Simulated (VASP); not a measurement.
# ScAl3N4 (P1) in VASP: single point with PBEsol

Aim: the single point of ScAl3N4 with PBEsol.

Everything below comes from runs of VASP 6.6.1. Logs are shortened: lines on timing, memory, paths and dates and some standing lists are left out, and cuts for length are marked.

## (1) The cell of the first run

The typed cell holds 16 atoms: a = 5.590 Å, b = 5.882 Å, c = 6.521 Å, α = 106.08°, β = 89.98°, γ = 118.24°.

## (2) Single point, PBEsol (atoms moved along the polar distortion)

INCAR reads:

```
SYSTEM = ScAl3N4
ALGO = Normal ; EDIFF = 1E-6
ENCUT = 520 ; GGA = PS
ISIF = 2 ; ISMEAR = 0
LASPH = .TRUE. ; LCHARG = .FALSE.
LREAL = Auto ; LWAVE = .FALSE.
NBANDS = 54 ; NELM = 100
PREC = Accurate ; SIGMA = 0.01
```

KPOINTS reads:

```
k-points
0
G
  6 6 4
  0 0 0
```

POSCAR reads:

```
ScAl3N4
1.0
    4.8412202811     -2.7938643274     -0.0067421579
   -3.2301209989     -0.0168054625     -4.9154959871
    3.2613108129      5.6463313758     -0.0013378318
Sc Al N
2 6 8
Direct
    0.3576014856      0.0500809025      0.0094947203
    0.9442846218      0.5459385599      0.1374178097
    0.8457155935      0.0312402809      0.2608216536
    0.3517593753      0.0359786486      0.5117476629
    0.8539024722      0.0372185187      0.7558624521
    0.4305486805      0.5317222304      0.3884673118
    0.9347871653      0.5350382696      0.6336792717
    0.4357915188      0.5414518199      0.8801390248
    0.6075315114      0.5717124153      0.1444083026
    0.1295778856      0.5823416783      0.4047576826
    0.6273511149      0.5813671816      0.6435419929
    0.1269672579      0.5828923284      0.8877192772
    0.7180843924      0.0767516925      0.0191682471
    0.1979544700      0.0727152849      0.2763294068
    0.7042301163      0.0797183974      0.5197549114
    0.2059123384      0.0878317916      0.7626902725
```

Potentials or basis: VASP PAW PBE potentials, release 64 (Sc_sv, Al, N).

Launch:

```
cat potpaw_PBE.64/Sc_sv/POTCAR potpaw_PBE.64/Al/POTCAR potpaw_PBE.64/N/POTCAR > POTCAR
mpirun -np 1 vasp_std > vasp.out
```

OUTCAR:

```text
SYSTEM = ScAl3N4
   EDIFF = 1E-6
   ENCUT = 520
   GGA = PS
   ISIF = 2
   ISMEAR = 0
   LASPH = .TRUE.
   LREAL = Auto
   NELM = 100
   PREC = Accurate

 ion  position               nearest neighbor table
   1  0.358  0.050  0.009-  16 1.93  13 1.95  14 1.96  12 2.30   9 2.57   6 3.05   8 3.07   2 3.09
                             8 3.11   2 3.12   7 3.14   4 3.22   5 3.22   3 3.25   5 3.25   3 3.27
   2  0.944  0.546  0.137-  12 1.93  10 1.93   9 1.96  13 2.31  14 2.59   3 3.05   4 3.06   1 3.09
                             1 3.12   5 3.14   3 3.14   6 3.22   8 3.23   7 3.25   7 3.27   6 3.28
   3  0.846  0.031  0.261-  14 1.86  13 1.87  15 1.87   9 2.26   2 3.05   8 3.08   7 3.09   6 3.10
                             6 3.10   2 3.14   4 3.22   5 3.22   1 3.25   4 3.25   1 3.27   5 3.30
   4  0.352  0.036  0.512-  16 1.84  15 1.86  14 1.87  10 2.23   2 3.06   6 3.07   7 3.09   7 3.09
                             6 3.09   8 3.09   5 3.21   3 3.22   5 3.22   1 3.22   3 3.25   1 3.30
   5  0.854  0.037  0.756-  16 1.84  13 1.88  15 1.88  11 2.24   7 3.07   8 3.08   7 3.09   8 3.09
                             6 3.09   2 3.14   4 3.21   3 3.22   4 3.22   1 3.22   1 3.25   3 3.30
   6  0.431  0.532  0.388-  10 1.84  11 1.87   9 1.88  14 2.26   1 3.05   4 3.07   4 3.09   5 3.09
                             3 3.10   3 3.10   8 3.19   7 3.20   2 3.22   7 3.23   2 3.28   8 3.33
   7  0.935  0.535  0.634-  10 1.85  12 1.85  11 1.86  15 2.24   5 3.07   5 3.09   4 3.09   4 3.09
                             3 3.09   1 3.14   6 3.20   8 3.21   8 3.23   6 3.23   2 3.25   2 3.27
   8  0.436  0.541  0.880-  12 1.85  11 1.88   9 1.90  16 2.23   1 3.07   5 3.08   3 3.08   4 3.09
                             5 3.09   1 3.11   6 3.19   7 3.21   2 3.23   7 3.23   2 3.29   6 3.33
   9  0.608  0.572  0.144-   6 1.88   8 1.90   2 1.96   3 2.26   1 2.57
  10  0.130  0.582  0.405-   6 1.84   7 1.85   2 1.93   4 2.23
  11  0.627  0.581  0.644-   7 1.86   6 1.87   8 1.88   5 2.24
  12  0.127  0.583  0.888-   8 1.85   7 1.85   2 1.93   1 2.30
  13  0.718  0.077  0.019-   3 1.87   5 1.88   1 1.95   2 2.31
  14  0.198  0.073  0.276-   3 1.86   4 1.87   1 1.96   6 2.26   2 2.59
  15  0.704  0.080  0.520-   4 1.86   3 1.87   5 1.88   7 2.24
  16  0.206  0.088  0.763-   4 1.84   5 1.84   1 1.93   8 2.23

  LATTYP: Found a triclinic cell.
 ALAT       =     5.8818419641
 B/A-ratio  =     0.9503070827
 C/A-ratio  =     1.1085850497
 COS(alpha) =     0.0003744979
 COS(beta)  =     0.2769752089
 COS(gamma) =     0.4732088768

  Lattice vectors:

 A1 = (   3.2301209989,   0.0168054625,   4.9154959871)
 A2 = (   4.8412202811,  -2.7938643274,  -0.0067421579)
 A3 = (   3.2613108129,   5.6463313758,  -0.0013378318)

Analysis of symmetry for initial positions (statically):
=====================================================================
 Subroutine PRICEL returns:
 Original cell was already a primitive cell.

 Routine SETGRP: Setting up the symmetry group for a
 triclinic supercell.

 Subroutine GETGRP returns: Found  1 space group operations
 (whereof  1 operations were pure point group operations)
 out of a pool of  2 trial point group operations.

The static configuration has the point symmetry C_1 .

Analysis of symmetry for dynamics (positions and initial velocities):
=====================================================================
 Subroutine PRICEL returns:
 Original cell was already a primitive cell.

 Routine SETGRP: Setting up the symmetry group for a
 triclinic supercell.

 Subroutine GETGRP returns: Found  1 space group operations
 (whereof  1 operations were pure point group operations)
 out of a pool of  2 trial point group operations.

The dynamic configuration has the point symmetry C_1 .

 Subroutine INISYM returns: Found  1 space group operations
 (whereof  1 operations are pure point group operations),
 and found     1 'primitive' translations

----------------------------------------------------------------------------------------

                                     Primitive cell

  volume of cell :     179.2888

  direct lattice vectors                    reciprocal lattice vectors
     4.841220281 -2.793864327 -0.006742158     0.154803503 -0.089438254 -0.101420283
    -3.230120999 -0.016805462 -4.915495987    -0.000233178  0.000086517 -0.203285338
     3.261310813  5.646331376 -0.001337832     0.076597712  0.132851414 -0.050788875

  length of vectors
     5.589556078  5.881841964  6.520522066     0.205546588  0.203285490  0.161543237

  position of ions in fractional coordinates (direct lattice)
     0.357601486  0.050080902  0.009494720
     0.944284622  0.545938560  0.137417810
     0.845715594  0.031240281  0.260821654
     0.351759375  0.035978649  0.511747663
     0.853902472  0.037218519  0.755862452
     0.430548681  0.531722230  0.388467312
[... 8 lines left out ...]
     0.704230116  0.079718397  0.519754911
     0.205912338  0.087831792  0.762690273

  ion indices of the primitive-cell ions
   primitive index   ion index
                 1           1
                 2           2
                 3           3
                 4           4
                 5           5
                 6           6
[... 8 lines left out ...]
                15          15
                16          16

----------------------------------------------------------------------------------------

 KPOINTS: k-points

Automatic generation of k-mesh.
 Grid dimensions read from file:
 generate k-points for:    6    6    4

 Generating k-lattice:

  Cartesian coordinates                     Fractional coordinates (reciprocal lattice)
     0.025800584 -0.014906376 -0.016903381     0.166666667  0.000000000  0.000000000
    -0.000038863  0.000014420 -0.033880890    -0.000000000  0.166666667  0.000000000
     0.019149428  0.033212853 -0.012697219    -0.000000000  0.000000000  0.250000000

  Length of vectors
     0.034257765  0.033880915  0.040385809

  Shift w.r.t. Gamma in fractional coordinates (k-lattice)
     0.000000000  0.000000000  0.000000000

 Subroutine IBZKPT returns following result:
 ===========================================

 Found     76 irreducible k-points:

 Following reciprocal coordinates:
            Coordinates               Weight
  0.000000  0.000000  0.000000      1.000000
  0.166667  0.000000  0.000000      2.000000
  0.333333  0.000000  0.000000      2.000000
  0.500000  0.000000  0.000000      1.000000
  0.000000  0.166667 -0.000000      2.000000
  0.166667  0.166667  0.000000      2.000000
[... 16 lines left out ...]
  0.333333  0.000000  0.250000      2.000000
  0.500000  0.000000  0.250000      2.000000
 [... further k-points ...]
   k-points           NKPTS =     76   k-points in BZ     NKDIM =     76   number of bands    NBANDS=     54
   number of dos      NEDOS =    301   number of ions     NIONS =     16
   total plane-waves  NPLWV =  96768
   dimension x,y,z NGX =    42 NGY =   48 NGZ =   48
   dimension x,y,z NGXF=    84 NGYF=   96 NGZF=   96
   ions per type =               2   6   8
   NGX,Y,Z   is equivalent  to a cutoff of  12.49, 13.57, 12.24 a.u.
   NGXF,Y,Z  is equivalent  to a cutoff of  24.98, 27.13, 24.48 a.u.
 SYSTEM =  ScAl3N4
   PREC   = accura    normal or accurate (medium, high low for compatibility)
   ISTART =      0    job   : 0-new  1-cont  2-samecut
   ICHARG =      2    charge: 1-file 2-atom 10-const
   ISPIN  =      1    spin polarized calculation?
   LNONCOLLINEAR =      F non collinear calculations
   LSORBIT =      F    spin-orbit coupling
   LASPH  =      T    aspherical Exc in radial PAW
   ENCUT  =  520.0 eV  38.22 Ry    6.18 a.u.  10.39 10.94 12.12*2*pi/ulx,y,z
   NELM   =    100;   NELMIN=  2; NELMDL= -5     # of ELM steps
   EDIFF  = 0.1E-05   stopping-criterion for ELM
   LREAL  =      T    real-space projection
   EDIFFG = 0.1E-04   stopping-criterion for IOM
   NSW    =      0    number of steps for IOM
   IBRION =     -1    ionic relax: 0-MD 1-quasi-New 2-CG
   NFREE  =      0    steps in history (QN), initial steepest desc. (CG)
   ISIF   =      2    stress and relaxation
   ISYM   =      2    0-nonsym 1-usesym 2-fastsym
   POTIM  = 0.5000    time-step for ionic-motion
   TEBEG  =    0.0;   TEEND  =   0.0 temperature during run
   PSTRESS=    0.0 pullay stress
   NELECT =      80.0000    total number of electrons
   NUPDOWN=      -1.0000    fix difference up-down
   EMIN   =  10.00;   EMAX   =-10.00  energy-range for DOS
   EFERMI =   0.00;   METHOD = LEGACY
   ISMEAR =     0;   SIGMA  =   0.01  broadening in eV -4-tet -1-fermi 0-gaus
   EFERMI_NEDOS =   21; number of points for ismear=-14 and -15
   IALGO  =     38    algorithm
   IMIX   =      4    mixing-type and parameters
     AMIX     =   0.40;   BMIX     =  1.00
     AMIX_MAG =   1.60;   BMIX_MAG =  1.00
  volume/ion in A,a.u.               =      11.21        75.62
  Fermi-wavevector in a.u.,A,eV,Ry     =   1.250990  2.364028 21.292781  1.564975
  Thomas-Fermi vector in A             =   2.384958
   LORBIT       =      0    0 simple, 1 ext, 2 COOP (PROOUT), +10 PAW based schemes
   GGA     = PS    functional components
   LHFCALC =     F    Hartree Fock is set to
   AEXX    =    0.0000 exact exchange contribution
   IVDW    =     0    specifies the selected vdW correction
   LEPSILON=     F    determine dielectric tensor
   LRPA    =     F    only Hartree local field effects (RPA)
 non-spin polarized calculation
 Gauss-broadening in eV      SIGMA  =   0.01
  energy-cutoff  :      520.00
  volume of cell :      179.29
 maximum number of plane-waves:      4853
 NGX is ok and might be reduce to    42
   NGX = 21   NGY = 21   NGZ = 25

 number of electron      79.9999998 magnetization

 Free energy of the ion-electron system (eV)
  ---------------------------------------------------
  ext. energy  EPLUGINS =         0.00000000
  ---------------------------------------------------
  free energy    TOTEN  =      -128.28546304 eV

  energy without entropy =     -128.28546304  energy(sigma->0) =     -128.28546304

 E-fermi :   6.2975     XC(G=0): -11.0868

 val. band max:        6.1477526561   @ k =   0.0000   0.0000   0.0000
 cond. band min:       8.7144722073   @ k =  -0.0000  -0.3333   0.2500
 fundamental gap:      2.5667195512
 Fermi energy:         6.2975120068

 k-point     1 :       0.0000    0.0000    0.0000
  band No.  band energies     occupation
      1     -40.9794      2.00000
      2     -40.9328      2.00000
      3     -20.1318      2.00000
      4     -20.0069      2.00000
      5     -19.9935      2.00000
      6     -19.9898      2.00000
[... 44 lines left out ...]
     51      11.9660      0.00000
     52      12.0645      0.00000

 k-point     2 :       0.1667    0.0000    0.0000
  band No.  band energies     occupation
      1     -40.9763      2.00000
      2     -40.9359      2.00000
      3     -20.1184      2.00000
      4     -20.0072      2.00000
      5     -19.9909      2.00000
      6     -19.9861      2.00000
[... 44 lines left out ...]
     51      11.9138      0.00000
     52      12.1048      0.00000

 k-point     3 :       0.3333    0.0000    0.0000
  band No.  band energies     occupation
      1     -40.9679      2.00000
      2     -40.9444      2.00000
      3     -20.0860      2.00000
      4     -20.0220      2.00000
      5     -19.9823      2.00000
      6     -19.9706      2.00000
[... 44 lines left out ...]
     51      12.0515      0.00000
     52      12.2482      0.00000
[... 1046 lines left out ...]
 k-point    23 :       0.3333    0.0000    0.2500
  band No.  band energies     occupation
      1     -40.9679      2.00000
      2     -40.9444      2.00000
      3     -20.0864      2.00000
      4     -20.0216      2.00000
      5     -19.9823      2.00000
      6     -19.9715      2.00000
[... 44 lines left out ...]
     51      11.9704      0.00000
     52      12.3866      0.00000

 k-point    24 :       0.5000    0.0000    0.2500
  band No.  band energies     occupation
      1     -40.9581      2.00000
      2     -40.9542      2.00000
      3     -20.0535      2.00000
      4     -20.0476      2.00000
      5     -19.9734      2.00000
      6     -19.9669      2.00000
[... 44 lines left out ...]
     51      12.0029      0.00000
     52      12.4845      0.00000

 [... further k-points ...]

 [bands above 52 left out]

------------------------ aborting loop because EDIFF is reached ----------------------------------------

  FORCE on cell =-STRESS in cart. coord.  units (eV):
  Direction    XX          YY          ZZ          XY          YZ          ZX
  --------------------------------------------------------------------------------------
  -------------------------------------------------------------------------------------
  Total       13.3482185     12.3168653    -14.5004317     -0.9383196      0.5435856     -0.0363914
  in kB      119.2835664    110.0670932   -129.5800784     -8.3850974      4.8576390     -0.3252043
  external PRESSURE =      33.2568604 kB  Pullay stress =       0.0000000 kB

 VOLUME and BASIS-vectors are now :
 -----------------------------------------------------------------------------
  energy-cutoff  :      520.00
  volume of cell :      179.29
      direct lattice vectors                 reciprocal lattice vectors
     4.841220281 -2.793864327 -0.006742158     0.154803503 -0.089438254 -0.101420283
    -3.230120999 -0.016805462 -4.915495987    -0.000233178  0.000086517 -0.203285338
     3.261310813  5.646331376 -0.001337832     0.076597712  0.132851414 -0.050788875

 POSITION                                       TOTAL-FORCE (eV/Angst)
 -----------------------------------------------------------------------------------
      1.60043     -0.94632     -0.24860        -0.172301      0.115996      0.712288
      3.25620     -1.87147     -2.69011         0.096317      0.134644      0.621504
      4.84401     -0.89065     -0.15961         0.147336      0.097909      0.667500
      3.25570      1.90612     -0.17991        -0.243169      0.000601      0.879176
      6.47881      1.88154     -0.18972        -0.128644     -0.105015      0.902350
      1.63377      0.98158     -2.61710         0.063271      0.009122      0.652478
[... 8 lines left out ...]
      4.84692      0.96585     -0.39730         0.012283      0.042104     -0.918611
      3.20053      3.72963     -0.43415        -1.634298     -1.064564     -1.072177
 -----------------------------------------------------------------------------------
    total drift:                               -0.005494     -0.000822      0.002463

  FREE ENERGIE OF THE ION-ELECTRON SYSTEM (eV)
  ---------------------------------------------------
  free  energy   TOTEN  =      -128.2854630448 eV

  energy  without entropy=     -128.2854630448  energy(sigma->0) =     -128.28546304
```

Wall time 22 min (1 thread of Intel Xeon Platinum 8488C (Sapphire Rapids), shared host); peak memory 0.57 GiB.

What came out:

* Free energy: -128.2855 eV
* Pressure: 3.3 GPa
* Largest force: 2.253 eV/Å
* Band gap on the k mesh: 2.57 eV (least direct gap 2.60 eV)

Forces on the atoms (eV/Å):
```
Sc  -0.172  0.116  0.712
Sc   0.096  0.135  0.622
Al   0.147  0.098  0.667
Al  -0.243  0.001  0.879
Al  -0.129 -0.105  0.902
Al   0.063  0.009  0.652
Al   0.162 -0.145  0.997
Al   0.023 -0.094  0.865
N   -1.860  1.019 -0.574
N    1.650  1.157 -1.007
N    0.058  0.071 -0.923
N   -0.106 -2.082 -0.683
N    1.797 -1.095 -0.536
N    0.134  1.938 -0.584
N    0.012  0.042 -0.919
N   -1.634 -1.065 -1.072
```

Caveat: the cell differs from its parent crystal (atoms moved along the polar distortion); the stress differs along the axes, from -13 to 12 GPa; the PAW data sets were made with another functional, which shifts forces and pressure a little.
